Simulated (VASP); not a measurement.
# Te2Pd3Ru (P-3m1) in VASP: a series of runs

Runs on Te2Pd3Ru. Level: PBE. Tasks: relaxation of cell and atoms, single point.

Program: VASP 6.6.1. These are calculated values, not measurements. Logs are shortened: lines on timing, memory, paths and dates and some standing lists are left out, and cuts for length are marked.

## Step 1: The cell of the first run

The structure is trigonal, space group P-3m1 (No. 164). The conventional cell has a = 4.633 Å, b = 4.633 Å, c = 5.781 Å, α = 90.00°, β = 90.00°, γ = 120.00°. Within 3.5 Å of Te (site symmetry 3m) lie 8 Pd at 2.69 to 3.06 Å and 3 Ru at 3.07 Å. Ru (site symmetry -3m) has 8 Pd at 2.89 to 2.94 Å and 6 Te at 3.07 Å within 3.8 Å. Pd (site symmetry 3m) has 5 Te at 2.69 to 3.06 Å and 3 Ru at 2.94 Å and 6 Pd at 3.15 to 3.62 Å within 3.7 Å. Within 3.8 Å of Pd (site symmetry -3m) lie 2 Ru at 2.89 Å and 6 Te at 3.02 Å and 6 Pd at 3.15 Å.

The cell was built from a structure type or drawn by symmetry, and may not be a known phase.

## Step 2: Relaxation of cell and atoms, PBE

Input file INCAR:

```
PREC = Accurate ; ENCUT = 600
EDIFF = 1E-7 ; ISMEAR = 0
SIGMA = 0.1 ; LREAL = F
LASPH = T ; NELM = 80
ALGO = Fast ; ISIF = 3
LWAVE = F ; LCHARG = F
GGA = PE ; IBRION = 2
NSW = 90 ; EDIFFG = -0.04
```

Input file KPOINTS:

```
Automatic mesh
0
Gamma
  6 6 4
```

Input file POSCAR:

```
Te2Pd3Ru
1.0
    4.6326625326      0.0000000000      0.0000000000
   -2.3163312663      4.0120034404      0.0000000000
    0.0000000000      0.0000000000      5.7811437175
Te Ru Pd
2 1 3
Direct
    0.3333333333      0.6666666667      0.7409153725
    0.6666666667      0.3333333333      0.2590846275
    0.0000000000      0.0000000000      0.0000000000
    0.3333333333      0.6666666667      0.2112292065
    0.6666666667      0.3333333333      0.7887707935
    0.0000000000      0.0000000000      0.5000000000
```

Potentials or basis: VASP PAW PBE potentials, release 64 (Te, Ru_pv, Pd).

Started as:

```bash
$ cat potpaw_PBE.64/Te/POTCAR potpaw_PBE.64/Ru_pv/POTCAR potpaw_PBE.64/Pd/POTCAR > POTCAR
$ mpirun -np 1 vasp_std > vasp.out
```

OUTCAR:

```text
PREC = Accurate
   ENCUT = 600
   EDIFF = 1E-7
   ISMEAR = 0
   LREAL = F
   LASPH = T
   NELM = 80
   ISIF = 3
   GGA = PE
   IBRION = 2
   NSW = 90
   EDIFFG = -0.04

 ion  position               nearest neighbor table
   1  0.333  0.667  0.741-   5 2.69   5 2.69   5 2.69   4 2.72   6 3.02   6 3.02   6 3.02   4 3.06
                             3 3.07   3 3.07   3 3.07
   2  0.667  0.333  0.259-   4 2.69   4 2.69   4 2.69   5 2.72   6 3.02   6 3.02   6 3.02   5 3.06
                             3 3.07   3 3.07   3 3.07
   3  0.000  0.000  0.000-   6 2.89   6 2.89   4 2.94   5 2.94   5 2.94   4 2.94   5 2.94   4 2.94
                             1 3.07   2 3.07   1 3.07   2 3.07   2 3.07   1 3.07
   4  0.333  0.667  0.211-   2 2.69   2 2.69   2 2.69   1 2.72   3 2.94   3 2.94   3 2.94   1 3.06
                             6 3.15   6 3.15   6 3.15
   5  0.667  0.333  0.789-   1 2.69   1 2.69   1 2.69   2 2.72   3 2.94   3 2.94   3 2.94   2 3.06
                             6 3.15   6 3.15   6 3.15
   6  0.000  0.000  0.500-   3 2.89   3 2.89   1 3.02   2 3.02   2 3.02   1 3.02   2 3.02   1 3.02
                             5 3.15   4 3.15   5 3.15   4 3.15   4 3.15   5 3.15

  LATTYP: Found a hexagonal cell.
 ALAT       =     4.6326625326
 C/A-ratio  =     1.2479095287

  Lattice vectors:

 A1 = (   4.6326625326,   0.0000000000,   0.0000000000)
 A2 = (  -2.3163312663,   4.0120034404,   0.0000000000)
 A3 = (   0.0000000000,   0.0000000000,   5.7811437175)

Analysis of symmetry for initial positions (statically):
=====================================================================
 Subroutine PRICEL returns:
 Original cell was already a primitive cell.

 Routine SETGRP: Setting up the symmetry group for a
 hexagonal supercell.

 Subroutine GETGRP returns: Found 12 space group operations
 (whereof 12 operations were pure point group operations)
 out of a pool of 24 trial point group operations.

The static configuration has the point symmetry D_3d.

Analysis of symmetry for dynamics (positions and initial velocities):
=====================================================================
 Subroutine PRICEL returns:
 Original cell was already a primitive cell.

 Routine SETGRP: Setting up the symmetry group for a
 hexagonal supercell.

 Subroutine GETGRP returns: Found 12 space group operations
 (whereof 12 operations were pure point group operations)
 out of a pool of 24 trial point group operations.

The dynamic configuration has the point symmetry D_3d.

 Subroutine INISYM returns: Found 12 space group operations
 (whereof 12 operations are pure point group operations),
 and found     1 'primitive' translations

----------------------------------------------------------------------------------------

                                     Primitive cell

  volume of cell :     107.4498

  direct lattice vectors                    reciprocal lattice vectors
     4.632662533  0.000000000  0.000000000     0.215858590  0.124626015  0.000000000
    -2.316331266  4.012003440  0.000000000     0.000000000  0.249252030  0.000000000
     0.000000000  0.000000000  5.781143718     0.000000000  0.000000000  0.172976153

  length of vectors
     4.632662533  4.632662533  5.781143718     0.249252030  0.249252030  0.172976153

  position of ions in fractional coordinates (direct lattice)
     0.333333333  0.666666667  0.740915372
     0.666666667  0.333333333  0.259084628
     0.000000000  0.000000000  0.000000000
     0.333333333  0.666666667  0.211229207
     0.666666667  0.333333333  0.788770793
     0.000000000  0.000000000  0.500000000

  ion indices of the primitive-cell ions
   primitive index   ion index
                 1           1
                 2           2
                 3           3
                 4           4
                 5           5
                 6           6

----------------------------------------------------------------------------------------

 KPOINTS: Automatic mesh

Automatic generation of k-mesh.
 Grid dimensions read from file:
 generate k-points for:    6    6    4

 Generating k-lattice:

  Cartesian coordinates                     Fractional coordinates (reciprocal lattice)
     0.035976432  0.020771002  0.000000000     0.166666667  0.000000000  0.000000000
     0.000000000  0.041542005  0.000000000     0.000000000  0.166666667  0.000000000
     0.000000000  0.000000000  0.043244038     0.000000000  0.000000000  0.250000000

  Length of vectors
     0.041542005  0.041542005  0.043244038

  Shift w.r.t. Gamma in fractional coordinates (k-lattice)
     0.000000000  0.000000000  0.000000000

 Subroutine IBZKPT returns following result:
 ===========================================

 Found     24 irreducible k-points:

 Following reciprocal coordinates:
            Coordinates               Weight
  0.000000  0.000000  0.000000      1.000000
  0.166667  0.000000  0.000000      6.000000
  0.333333  0.000000  0.000000      6.000000
  0.500000  0.000000  0.000000      3.000000
  0.166667  0.166667  0.000000      6.000000
  0.333333  0.166667  0.000000     12.000000
[... 16 lines left out ...]
  0.333333  0.166667  0.500000     12.000000
  0.333333  0.333333  0.500000      2.000000
   k-points           NKPTS =     24   k-points in BZ     NKDIM =     24   number of bands    NBANDS=     33
   number of dos      NEDOS =    301   number of ions     NIONS =      6
   total plane-waves  NPLWV =  76800
   dimension x,y,z NGX =    40 NGY =   40 NGZ =   48
   dimension x,y,z NGXF=    80 NGYF=   80 NGZF=   96
   ions per type =               2   1   3
   NGX,Y,Z   is equivalent  to a cutoff of  14.35, 14.35, 13.80 a.u.
   NGXF,Y,Z  is equivalent  to a cutoff of  28.71, 28.71, 27.61 a.u.
 SYSTEM =  unknown system
   PREC   = accura    normal or accurate (medium, high low for compatibility)
   ISTART =      0    job   : 0-new  1-cont  2-samecut
   ICHARG =      2    charge: 1-file 2-atom 10-const
   ISPIN  =      1    spin polarized calculation?
   LNONCOLLINEAR =      F non collinear calculations
   LSORBIT =      F    spin-orbit coupling
   LASPH  =      T    aspherical Exc in radial PAW
   ENCUT  =  600.0 eV  44.10 Ry    6.64 a.u.   9.25  9.25 11.55*2*pi/ulx,y,z
   NELM   =     80;   NELMIN=  2; NELMDL= -5     # of ELM steps
   EDIFF  = 0.1E-06   stopping-criterion for ELM
   LREAL  =      F    real-space projection
   EDIFFG = -.4E-01   stopping-criterion for IOM
   NSW    =     90    number of steps for IOM
   IBRION =      2    ionic relax: 0-MD 1-quasi-New 2-CG
   NFREE  =      1    steps in history (QN), initial steepest desc. (CG)
   ISIF   =      3    stress and relaxation
   ISYM   =      2    0-nonsym 1-usesym 2-fastsym
   POTIM  = 0.5000    time-step for ionic-motion
   TEBEG  =    0.0;   TEEND  =   0.0 temperature during run
   PSTRESS=    0.0 pullay stress
   NELECT =      56.0000    total number of electrons
   NUPDOWN=      -1.0000    fix difference up-down
   EMIN   =  10.00;   EMAX   =-10.00  energy-range for DOS
   EFERMI =   0.00;   METHOD = LEGACY
   ISMEAR =     0;   SIGMA  =   0.10  broadening in eV -4-tet -1-fermi 0-gaus
   EFERMI_NEDOS =   21; number of points for ismear=-14 and -15
   IALGO  =     68    algorithm
   IMIX   =      4    mixing-type and parameters
     AMIX     =   0.40;   BMIX     =  1.00
     AMIX_MAG =   1.60;   BMIX_MAG =  1.00
  volume/ion in A,a.u.               =      17.91       120.85
  Fermi-wavevector in a.u.,A,eV,Ry     =   1.317454  2.489628 23.615444  1.735686
  Thomas-Fermi vector in A             =   2.447494
   LORBIT       =      0    0 simple, 1 ext, 2 COOP (PROOUT), +10 PAW based schemes
   GGA     = PE    functional components
   LHFCALC =     F    Hartree Fock is set to
   AEXX    =    0.0000 exact exchange contribution
   IVDW    =     0    specifies the selected vdW correction
   LEPSILON=     F    determine dielectric tensor
   LRPA    =     F    only Hartree local field effects (RPA)
 conjugate gradient relaxation of ions
 non-spin polarized calculation
 RMM-DIIS sequential band-by-band and
 Gauss-broadening in eV      SIGMA  =   0.10
  energy-cutoff  :      600.00
  volume of cell :      107.45
 maximum number of plane-waves:      3636
 NGX is ok and might be reduce to    40
   NGX = 19   NGY = 19   NGZ = 23

--------------------------------------- Ionic step        1  -------------------------------------------

 number of electron      56.0000001 magnetization

 Free energy of the ion-electron system (eV)
  ---------------------------------------------------
  ext. energy  EPLUGINS =         0.00000000
  ---------------------------------------------------
  free energy    TOTEN  =       -30.82804091 eV

  energy without entropy =      -30.79682971  energy(sigma->0) =      -30.81243531

------------------------ aborting loop because EDIFF is reached ----------------------------------------

  FORCE on cell =-STRESS in cart. coord.  units (eV):
  Direction    XX          YY          ZZ          XY          YZ          ZX
  --------------------------------------------------------------------------------------
  -------------------------------------------------------------------------------------
  Total       -0.4493633     -0.4493633      1.1127331     -0.0000000      0.0000000      0.0000000
  in kB       -6.7004273     -6.7004273     16.5918904     -0.0000000      0.0000000      0.0000000
  external PRESSURE =       1.0636786 kB  Pullay stress =       0.0000000 kB
[... 145 lines left out ...]
  energy  without entropy=      -30.8125021927  energy(sigma->0) =      -30.82803589

--------------------------------------- Ionic step        5  -------------------------------------------

 number of electron      56.0000007 magnetization

 Free energy of the ion-electron system (eV)
  ---------------------------------------------------
  ext. energy  EPLUGINS =         0.00000000
  ---------------------------------------------------
  free energy    TOTEN  =       -30.84378554 eV

  energy without entropy =      -30.81272368  energy(sigma->0) =      -30.82825461

 E-fermi :  10.4932     XC(G=0): -12.1439

 val. band max:       10.4703842235   @ k =   0.1667   0.1667   0.5000
 cond. band min:      10.4943466769   @ k =   0.0000   0.1667   0.2500
 fundamental gap:      0.0239624534
 Fermi energy:        10.4932470583

 k-point     1 :       0.0000    0.0000    0.0000
  band No.  band energies     occupation
      1     -31.5189      2.00000
      2     -31.4840      2.00000
      3     -31.4840      2.00000
      4      -3.0403      2.00000
      5      -1.5293      2.00000
      6       4.2380      2.00000
[... 886 lines left out ...]
  FREE ENERGIE OF THE ION-ELECTRON SYSTEM (eV)
  ---------------------------------------------------
  free  energy   TOTEN  =       -30.8437855376 eV

  energy  without entropy=      -30.8127236753  energy(sigma->0) =      -30.82825461

 reached required accuracy - stopping structural energy minimisation
```

Wall time 3.2 min (1 thread of Intel Xeon 6975P-C (Granite Rapids), shared host); peak memory 0.34 GiB.

Results:

```yaml
Free_energy: -30.8438 eV
Relaxed_volume: 17.94 Å³/atom
Relaxed_cell: a = 4.596 Å, b = 4.596 Å, c = 5.885 Å, α = 90.00°, β = 90.00°, γ = 120.00°
Space_group_after_relaxing_to_0.1_Å: P-3m1 (No. 164)
Energy_gained_by_relaxing: 2.6 meV/atom
Ionic_steps: 5
Pressure_after_relaxing: 0.3 GPa
Largest_force_after_relaxing: 0.015 eV/Å
Band_gap_on_the_k_mesh: zero (bands 28 and 29 overlap by 1.49 eV)
```

Forces in eV/Å, atoms in the order of the input:
```
Te   0.000  0.000  0.015
Te   0.000  0.000 -0.015
Ru   0.000  0.000  0.000
Pd   0.000  0.000 -0.012
Pd   0.000  0.000  0.012
Pd   0.000  0.000  0.000
```

Step by step:
| step | energy change (eV) | largest force (eV/Å) | pressure (GPa) | volume (Å³) |
| --- | --- | --- | --- | --- |
| 1 | 0.0000 | 0.1019 | 0.11 | 107.45 |
| 2 | -0.0106 | 0.1006 | -0.01 | 107.63 |
| 3 | -0.0143 | 0.0965 | -0.06 | 107.80 |
| 4 | -0.0155 | 0.0443 | 0.17 | 107.70 |
| 5 | -0.0157 | 0.0149 | 0.30 | 107.64 |

Final structure:
```
Te Ru Pd
1.0
     4.59569    0.00000    0.00000
    -2.29785    3.97999    0.00000
     0.00000    0.00000    5.88485
Te Ru Pd
2 1 3
Direct
  0.33333 0.66667 0.74426
  0.66667 0.33333 0.25574
  0.00000 0.00000 0.00000
  0.33333 0.66667 0.20955
  0.66667 0.33333 0.79045
  0.00000 0.00000 0.50000
```

Caveat: spin-orbit coupling is left out, which moves the levels of the heavy elements.

## Step 3: Relaxation of cell and atoms, PBE

This run uses another cell than the first one, of 21.65 Å³/atom.

Input file INCAR:

```
SYSTEM = Te2Pd3Ru
ALGO = Normal
EDIFF = 1E-7
EDIFFG = -0.04
ENCUT = 600
GGA = PE
IBRION = 2
ISIF = 3
ISMEAR = 0
LASPH = .TRUE.
LCHARG = .FALSE.
LREAL = .FALSE.
LWAVE = .FALSE.
NELM = 100
NSW = 90
PREC = Accurate
SIGMA = 0.1
```

Input file KPOINTS:

```
k-points
0
G
  6 6 2
  0 0 0
```

Input file POSCAR:

```
Te2Pd3Ru
1.0
    3.9320778000      0.0000000000      0.0000000000
   -1.9660389000      3.4052792700      0.0000000000
    0.0000000000      0.0000000000      9.6998999100
Te Ru Pd
2 1 3
Direct
    0.3333333300      0.6666666700      0.6686666600
    0.6666666700      0.3333333300      0.3313333400
    0.0000000000      0.0000000000      0.0000000000
    0.3333333300      0.6666666700      0.1657571800
    0.6666666700      0.3333333300      0.8342428200
    0.0000000000      0.0000000000      0.5000000000
```

Potentials or basis: VASP PAW PBE potentials, release 64 (Te, Ru_pv, Pd).

Started as:

```bash
$ cat potpaw_PBE.64/Te/POTCAR potpaw_PBE.64/Ru_pv/POTCAR potpaw_PBE.64/Pd/POTCAR > POTCAR
$ mpirun -np 1 vasp_std > vasp.out
```

OUTCAR:

```text
SYSTEM = Te2Pd3Ru
   EDIFF = 1E-7
   EDIFFG = -0.04
   ENCUT = 600
   GGA = PE
   IBRION = 2
   ISIF = 3
   ISMEAR = 0
   LASPH = .TRUE.
   LREAL = .FALSE.
   NELM = 100
   NSW = 90
   PREC = Accurate

 ion  position               nearest neighbor table
   1  0.333  0.667  0.669-   5 2.78   5 2.78   5 2.78   6 2.80   6 2.80   6 2.80
   2  0.667  0.333  0.331-   4 2.78   4 2.78   4 2.78   6 2.80   6 2.80   6 2.80
   3  0.000  0.000  0.000-   4 2.78   5 2.78   5 2.78   4 2.78   5 2.78   4 2.78
   4  0.333  0.667  0.166-   2 2.78   2 2.78   2 2.78   3 2.78   3 2.78   3 2.78
   5  0.667  0.333  0.834-   1 2.78   1 2.78   1 2.78   3 2.78   3 2.78   3 2.78
   6  0.000  0.000  0.500-   1 2.80   2 2.80   2 2.80   1 2.80   2 2.80   1 2.80

  LATTYP: Found a hexagonal cell.
 ALAT       =     3.9320778000
 C/A-ratio  =     2.4668636796

  Lattice vectors:

 A1 = (   3.9320778000,   0.0000000000,   0.0000000000)
[... 802 lines left out ...]
     32      12.1004      0.00000
     33      12.3770      0.00000

[... ionic steps 4 to 34 ...]

--------------------------------------- Ionic step       35  -------------------------------------------

 number of electron      55.9999998 magnetization

------------------------ aborting loop because EDIFF is reached ----------------------------------------
[... 75 lines left out ...]
--------------------------------------- Ionic step       37  -------------------------------------------

 number of electron      55.9999997 magnetization

 Free energy of the ion-electron system (eV)
  ---------------------------------------------------
  ext. energy  EPLUGINS =         0.00000000
  ---------------------------------------------------
  free energy    TOTEN  =       -30.95656793 eV

  energy without entropy =      -30.92488836  energy(sigma->0) =      -30.94072814

 E-fermi :  10.5108     XC(G=0): -12.1569

 val. band max:       10.5096894704   @ k =   0.3333   0.3333   0.0000
 cond. band min:      10.5190326199   @ k =   0.3333   0.0000   0.5000
 fundamental gap:      0.0093431495
 Fermi energy:        10.5108343149

 k-point     1 :       0.0000    0.0000    0.0000
  band No.  band energies     occupation
      1     -31.5376      2.00000
      2     -31.4920      2.00000
      3     -31.4920      2.00000
      4      -3.0099      2.00000
      5      -1.4394      2.00000
      6       4.2943      2.00000
[... 526 lines left out ...]
  FREE ENERGIE OF THE ION-ELECTRON SYSTEM (eV)
  ---------------------------------------------------
  free  energy   TOTEN  =       -30.9565679288 eV

  energy  without entropy=      -30.9248883564  energy(sigma->0) =      -30.94072814

 reached required accuracy - stopping structural energy minimisation
```

CONTCAR:

```text
Te2Pd3Ru
   1.00000000000000
     4.6270486772273527    0.0000000000000005    0.0000000000000001
    -2.3135243386136759    4.0071417075594375    0.0000000000000000
     0.0000000000000003    0.0000000000000001    5.7968435941948018
  Te              Ru              Pd
     2     1     3
Direct
     0.3333333300000021    0.6666666699999979    0.7406914476808429
     0.6666666699999979    0.3333333300000021    0.2593085523191573
     0.0000000000000000    0.0000000000000000    0.0000000000000000
     0.3333333300000021    0.6666666699999979    0.2091698596295057
     0.6666666699999979    0.3333333300000021    0.7908301403704942
     0.0000000000000000    0.0000000000000000    0.5000000000000000

  0.00000000E+00  0.00000000E+00  0.00000000E+00
  0.00000000E+00  0.00000000E+00  0.00000000E+00
  0.00000000E+00  0.00000000E+00  0.00000000E+00
  0.00000000E+00  0.00000000E+00  0.00000000E+00
  0.00000000E+00  0.00000000E+00  0.00000000E+00
  0.00000000E+00  0.00000000E+00  0.00000000E+00
```

Wall time 18 min (1 thread of Intel Xeon 6975P-C (Granite Rapids), shared host); peak memory 0.34 GiB.

What came out:

```
Free energy                           : -30.9566 eV
Relaxed volume                        : 17.91 Å³/atom
Relaxed cell                          : a = 4.627 Å, b = 4.627 Å, c = 5.797 Å, α = 90.00°, β = 90.00°, γ = 120.00°
Space group after relaxing (to 0.1 Å) : P-3m1 (No. 164)
Pressure after relaxing               : 0.0 GPa
Largest force after relaxing          : 0.020 eV/Å
Band gap on the k mesh                : zero (bands 28 and 29 overlap by 1.39 eV)
```

Forces on the atoms (eV/Å):
```
Te   0.000  0.000 -0.002
Te   0.000  0.000  0.002
Ru   0.000  0.000  0.000
Pd   0.000  0.000  0.020
Pd   0.000  0.000 -0.020
Pd   0.000  0.000  0.000
```

Final structure:
```xyz
6
Lattice="4.6270 0.0000 0.0000 -2.3135 4.0071 0.0000 0.0000 0.0000 5.7968" Properties=species:S:1:pos:R:3 pbc="T T T"
Te    0.0000    2.6714    4.2937
Te    2.3135    1.3357    1.5032
Ru    0.0000    0.0000    0.0000
Pd    0.0000    2.6714    1.2125
Pd    2.3135    1.3357    4.5843
Pd    0.0000    0.0000    2.8984
```

Levels at points of the mesh, in eV from the Fermi level:
| k point | band 25 | band 26 | band 27 | band 28 | band 29 | band 30 | band 31 | band 32 |
| --- | --- | --- | --- | --- | --- | --- | --- | --- |
| (0.00, 0.00, 0.00) | -0.43 | -0.43 | 0.20 | 0.38 | 0.62 | 0.62 | 0.81 | 1.89 |
| (0.50, 0.00, 0.00) | -1.15 | -1.04 | -0.71 | -0.52 | -0.15 | 0.78 | 1.95 | 2.70 |
| (0.00, 0.00, 0.50) | -0.75 | -0.75 | -0.70 | 1.16 | 1.16 | 1.61 | 1.61 | 3.07 |
| (0.50, 0.00, 0.50) | -0.89 | -0.84 | -0.55 | -0.24 | -0.09 | 1.03 | 1.35 | 2.97 |

Caveat: the volume moved by over 15 % at a fixed basis, so the end points are rough; spin-orbit coupling is left out, which moves the levels of the heavy elements.

(Part 1 of 2 ends here.)
